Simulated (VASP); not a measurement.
Ag: single point with PBEsol

Ag:

```xyz
4
Lattice="-1.6557 1.6557 -1.6557 -1.6557 -1.6557 1.6557 0.0000 8.0024 5.2428" Properties=species:S:1:pos:R:3 pbc="T T T"
Ag    0.0000    5.7948    5.7948
Ag   -1.6557    0.8278    0.8278
Ag    0.0000    2.4835    2.4835
Ag   -1.6557    4.1391    4.1391
```

This cell differs from its parent crystal: the part above a cut slid along it.

* Program: VASP 6.6.1
* Task: single point
* Functional: PBEsol
* Potentials or basis: VASP PAW PBE potentials, release 64 (Ag)
* Cutoff: 520 eV
* k mesh: 17 × 17 × 5
* Occupations: gaussian, width 0.15 eV
* Spin: no spin polarisation

The pressure is -2.7 GPa and the largest force is 2.781 eV/Å. The band gap on the k mesh is zero (bands 22 and 23 overlap by 6.34 eV).

Forces on the atoms (eV/Å):
```
Ag   0.000 -1.538 -2.317
Ag   0.000  1.538  2.317
Ag   0.000  0.032  0.032
Ag   0.000 -0.032 -0.032
```

Stress tensor (GPa, compression positive):
```
-8.23  0.00  0.00
 0.00 -2.73  7.34
 0.00  7.34  2.91
```

Levels at points of the mesh, in eV from the Fermi level:
| k point | band 19 | band 20 | band 21 | band 22 | band 23 | band 24 | band 25 | band 26 |
| --- | --- | --- | --- | --- | --- | --- | --- | --- |
| (0.00, 0.00, 0.00) | -3.44 | -3.38 | -3.02 | -2.94 | -2.93 | 0.05 | 3.96 | 11.41 |

Wall time 5.6 min on 1 thread of Intel(R) Xeon(R) 6975P-C (Granite Rapids), on a shared host, peak memory 0.66 GiB.

Caveat: the cell differs from its parent crystal (the part above a cut slid along it); the stress differs along the axes, from -8 to 3 GPa; the PAW data sets were made with another functional, which shifts forces and pressure a little.
